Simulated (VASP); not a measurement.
A run of VASP 6.6.1 is set up as follows.

The input INCAR:

```
SYSTEM = AlTlS3
PREC     = Accurate       ! precision mode
ENCUT    = 600            ! plane-wave cutoff, eV
EDIFF    = 1E-6           ! SCF threshold, eV
ISMEAR   = 0              ! smearing method
SIGMA    = 0.02           ! smearing width, eV
LREAL    = .FALSE.        ! projectors in reciprocal space
LASPH    = .TRUE.         ! aspherical terms in the spheres
NELM     = 80             ! most SCF steps
ALGO     = Normal         ! electronic algorithm
ISIF     = 3              ! what is computed and relaxed
LWAVE    = .FALSE.        ! write WAVECAR
LCHARG   = .FALSE.        ! write CHGCAR
GGA      = PE             ! functional
IBRION   = 2              ! ionic algorithm
NSW      = 100            ! ionic steps
EDIFFG   = -0.01          ! ionic threshold
```

File KPOINTS:

```
regular mesh
0
G
  12 12 4
  0 0 0
```

POSCAR

```
AlTlS3
1.0
    3.7142537198      0.0000000000      0.0000000000
   -1.8571268599      3.2166380774      0.0000000000
    0.0000000000      0.0000000000      9.9777258461
Al Tl S
1 1 3
Direct
    0.6666666667      0.3333333333      0.1802167619
    0.3333333333      0.6666666667      0.8259491349
    0.0000000000      0.0000000000      0.0238114681
    0.3333333333      0.6666666667      0.2856855457
    0.6666666667      0.3333333333      0.6843370895
```

Potentials or basis: VASP PAW PBE potentials, release 64 (Al, Tl_d, S).

The run is started by

```sh
$ cat potpaw_PBE.64/Al/POTCAR potpaw_PBE.64/Tl_d/POTCAR potpaw_PBE.64/S/POTCAR > POTCAR
$ mpirun -np 1 vasp_std > vasp.out
```

Task: What does it give for the space group after relaxing (to 0.1 Å)?

Result: P3m1 (No. 156).

Task: Estimate the band gap on the k mesh.

Result: 0.40 eV (least direct gap 0.90 eV).

Task: What does it give for the relaxed volume?

Result: 23.82 Å³/atom.

Task: Estimate the relaxed cell.

Result: a = 3.712 Å, b = 3.712 Å, c = 9.980 Å, α = 90.00°, β = 90.00°, γ = 120.00°.

Forces on the atoms (eV/Å):
```
Al   0.000  0.000 -0.001
Tl   0.000  0.000 -0.002
S    0.000  0.000 -0.001
S    0.000  0.000  0.005
S    0.000  0.000 -0.002
```

Caveat: spin-orbit coupling is left out, which moves the levels of the heavy elements; this functional lacks dispersion, which binds layers or chains, so the pressure and a relaxed spacing across them are unreliable. A k mesh can miss the band edges.
